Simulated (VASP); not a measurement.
Here is a VASP 6.6.1 calculation.

Contents of POSCAR:

```
LiBr
1.0
    0.0000000000      2.7395650428      2.7395650428
    2.7395650428      0.0000000000      2.7395650428
    2.7395650428      2.7395650428      0.0000000000
Li Br
1 1
Direct
    0.0000000000      0.0000000000      0.0000000000
    0.5000000000      0.5000000000      0.5000000000
```

File INCAR.step1:

```
SYSTEM = LiBr
PREC     = Accurate       ! precision mode
ENCUT    = 650            ! plane-wave cutoff, eV
EDIFF    = 1E-5           ! SCF threshold, eV
ISMEAR   = 0              ! smearing method
SIGMA    = 0.01           ! smearing width, eV
LREAL    = .FALSE.        ! projectors in reciprocal space
LASPH    = .TRUE.         ! aspherical terms in the spheres
NELM     = 120            ! most SCF steps
ALGO     = Normal         ! electronic algorithm
ISIF     = 2              ! what is computed and relaxed
LWAVE    = .TRUE.         ! write WAVECAR
LCHARG   = .FALSE.        ! write CHGCAR
GGA      = PE             ! functional
NBANDS   = 12             ! bands
GGA_COMPAT= .FALSE.
```

The input INCAR.step2:

```
SYSTEM = LiBr
PREC     = Accurate       ! precision mode
ENCUT    = 650            ! plane-wave cutoff, eV
EDIFF    = 1E-6           ! SCF threshold, eV
ISMEAR   = 0              ! smearing method
SIGMA    = 0.01           ! smearing width, eV
LREAL    = .FALSE.        ! projectors in reciprocal space
LASPH    = .TRUE.         ! aspherical terms in the spheres
NELM     = 120            ! most SCF steps
ALGO     = Normal         ! electronic algorithm
ISIF     = 2              ! what is computed and relaxed
LWAVE    = .FALSE.        ! write WAVECAR
LCHARG   = .FALSE.        ! write CHGCAR
GGA      = PE             ! functional
LHFCALC  = .TRUE.         ! exact exchange
HFSCREEN = 0.2079         ! screening, 1/A
PRECFOCK = Normal       
ISTART   = 1            
NBANDS   = 12             ! bands
GGA_COMPAT= .FALSE.
```

File KPOINTS:

```
Automatic mesh
0
G
  6 6 6
  0 0 0
```

Potentials or basis: VASP PAW PBE potentials, release 64 (Li_sv, Br).

Run with:

```sh
$ cat potpaw_PBE.64/Li_sv/POTCAR potpaw_PBE.64/Br/POTCAR > POTCAR
$ cp INCAR.step1 INCAR
$ mpirun -np 1 vasp_std > vasp.out
$ cp INCAR.step2 INCAR
$ mpirun -np 1 vasp_std > vasp.out
```

Q: What does it give for the pressure?

A: -0.2 GPa.

Q: Estimate the band gap on the k mesh.

A: 6.21 eV.

Caveat: the PAW data sets were made with another functional, which shifts forces and pressure a little.
